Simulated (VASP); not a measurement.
Write the native input for VASP 6.6.1 that does the following.

```yaml
Task: single point
Functional: PBE
Potentials_or_basis: VASP PAW PBE potentials, release 64 (C)
Cutoff: 520 eV
k_mesh: 6 × 6 × 6
Occupations: gaussian, width 0.1 eV
Spin: no spin polarisation
Dipole_correction: no
Further_INCAR_settings: ALGO = Normal; EDIFF = 1e-06; NBANDS = 13
```

The structure of C lies in POSCAR:

```
C
1.0
    2.6052174045      0.0000000000      0.0000000000
   -1.3026087023      2.2561844547      0.0000000000
    0.0000000000      0.0000000000      2.8012092070
C
3
Direct
    0.1666645166      0.8333354834      0.1666666667
    0.1666645166      0.3333290331      0.8333333333
    0.6666709669      0.8333354834      0.5000000000
```

One way to write it, as run:

INCAR

```
PREC     = Accurate       # precision mode
ENCUT    = 520            # plane-wave cutoff, eV
EDIFF    = 1E-6           # SCF threshold, eV
ISMEAR   = 0              # smearing method
SIGMA    = 0.1            # smearing width, eV
LREAL    = F              # projectors in reciprocal space
LASPH    = T              # aspherical terms in the spheres
NELM     = 80             # most SCF steps
ALGO     = Normal         # electronic algorithm
ISIF     = 2              # what is computed and relaxed
LWAVE    = F              # write WAVECAR
LCHARG   = F              # write CHGCAR
GGA      = PE             # functional
NBANDS   = 13             # bands
```

KPOINTS

```
regular mesh
0
Gamma
  6 6 6
```

Potentials or basis: VASP PAW PBE potentials, release 64 (C).

The run is started by

```sh
$ cat potpaw_PBE.64/C/POTCAR > POTCAR
$ mpirun -np 1 vasp_std > vasp.out
```

It gave:

| Item | Value |
| --- | --- |
| Pressure | 0.4 GPa |
| Band gap on the k mesh | 1.93 eV, indirect (least direct gap 4.93 eV) |

Caveat: the k points lie up to 0.46 Å⁻¹ apart.

Wall time 7.4 s on 1 thread of AMD EPYC 9R45 (Zen 5) (shared host), peak memory 0.09 GiB.
